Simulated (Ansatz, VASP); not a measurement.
# Two plane-wave programs on AlGa3N4

```xyz
8
Lattice="4.5153 0.0000 0.0000 0.0000 4.5153 0.0000 0.0000 0.0000 4.5153" Properties=species:S:1:pos:R:3 pbc="T T T"
Al    0.0000    0.0000    0.0000
Ga    2.2576    2.2576    0.0000
Ga    2.2576    0.0000    2.2576
Ga    0.0000    2.2576    2.2576
N     3.4082    3.4082    1.1071
N     3.4082    1.1071    3.4082
N     1.1071    3.4082    3.4082
N     1.1071    1.1071    1.1071
```

Change from the starting cell: equal engineering shear yz, xz and xy +0.0000, equal normal strain along x, y and z +0.0200.

Alike in both runs: task single point; functional LDA; k mesh 6 × 6 × 6; occupations gaussian, width 0.05 eV; no spin polarisation.

|  | VASP | Ansatz |
| --- | --- | --- |
| version | VASP 6.6.1 | Ansatz 0.2.0 |
| potentials or method | VASP PAW LDA potentials, release 64 (Al, Ga_d, N), cutoff 520 eV | scalar-relativistic, plane waves, PAW |
| valence electrons in the cell | 62 | 62 |

Ansatz gave:

| Item | Value |
| --- | --- |
| gap on the k mesh at the Fermi level (eV) | 2.14 |
| least direct gap on the mesh (eV) | 2.14 |
| pressure (GPa) | -10.7 |
| rms of the force components (eV/Å) | 0.003 |

Question: What did VASP give for the same quantities?

Answer: gap on the k mesh at the Fermi level (eV): 2.15; least direct gap on the mesh (eV): 2.15; pressure (GPa): -9.9; rms of the force components (eV/Å): 0.008.

Ansatz warns that its potentials were made for another functional, while VASP's fit it. LDA's correlation is that of Perdew and Zunger in VASP and of Perdew and Wang (1992) in Ansatz. Atom by atom the forces differ by 0.011 eV/Å (rms over components).
